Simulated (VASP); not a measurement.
Set up this calculation in VASP 6.6.1, as the native input.

| Item | Value |
| --- | --- |
| Task | single point |
| Functional | PBEsol |
| Potentials or basis | VASP PAW PBE potentials, release 64 (Na_pv, Ba_sv) |
| Cutoff | 520 eV |
| k mesh | 6 × 6 × 6 |
| Occupations | gaussian, width 0.1 eV |
| Spin | no spin polarisation |
| Dipole correction | no |
| Further INCAR settings | ALGO = Fast; EDIFF = 1e-06; NBANDS = 26 |

The structure of Ba3Na lies in POSCAR:

```
Ba3Na
1.0
    6.3389773415     -0.1246517416     -0.1246517416
   -0.1246517416      6.3389773415     -0.1246517416
   -0.1246517416     -0.1246517416      6.3389773415
Na Ba
1 3
Direct
    0.0000000000      0.0000000000      0.0000000000
    0.0000000000      0.5000000000      0.5000000000
    0.5000000000      0.0000000000      0.5000000000
    0.5000000000      0.5000000000      0.0000000000
```

This cell differs from its parent crystal: strained.

The input as run:

INCAR

```
SYSTEM = Ba3Na
ALGO = Fast
EDIFF = 1E-6
ENCUT = 520
GGA = PS
ISIF = 2
ISMEAR = 0
LASPH = .TRUE.
LCHARG = .FALSE.
LREAL = .FALSE.
LWAVE = .FALSE.
NBANDS = 26
NELM = 60
PREC = Accurate
SIGMA = 0.1
```

KPOINTS

```
k-points
0
G
  6 6 6
  0 0 0
```

Potentials or basis: VASP PAW PBE potentials, release 64 (Na_pv, Ba_sv).

The run is started by

```bash
$ cat potpaw_PBE.64/Na_pv/POTCAR potpaw_PBE.64/Ba_sv/POTCAR > POTCAR
$ mpirun -np 1 vasp_std > vasp.out
```

It gave:

```json
{
  "Pressure": "-1.0 GPa"
}
```

Caveat: the cell differs from its parent crystal (strained); the PAW data sets were made with another functional, which shifts forces and pressure a little.

Run time: 7.8 min on 1 thread of AMD EPYC 7R13, on a shared host, peak memory 0.41 GiB.
